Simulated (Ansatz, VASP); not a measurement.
## KTaO3 in VASP and in Ansatz

```
K Ta O
1.0
     4.04078    0.00000    0.00000
     0.00000    4.04078    0.00000
     0.00000    0.00000    4.04078
K Ta O
1 1 3
Cartesian
  2.0204 2.0204 2.0204
  0.0000 0.0000 0.0000
  2.0204 0.0000 0.0000
  0.0000 2.0204 0.0000
  0.0000 0.0000 2.0204
```

Change from the starting cell: volume scaled by 1.04.

Alike in both runs: task single point; functional LDA; k mesh 5 × 5 × 5; occupations fermi-dirac, width 0.01 eV; no spin polarisation.

|  | VASP | Ansatz |
| --- | --- | --- |
| version | VASP 6.6.1 | Ansatz 0.2.0 |
| potentials or method | VASP PAW LDA potentials, release 64 (K_sv, Ta_pv, O), cutoff 600 eV | all-electron LAPW, scalar-relativistic |

```tsv
	VASP	Ansatz	Ansatz less VASP
gap on the k mesh at the Fermi level (eV)	2.05	2.10	+0.054
pressure (GPa)	-11.7	-12.4	-0.71
```

LDA's correlation is that of Perdew and Zunger in VASP and of Perdew and Wang (1992) in Ansatz. Ansatz ran all-electron here, and VASP with PAW potentials.

Spin-orbit coupling is off throughout.
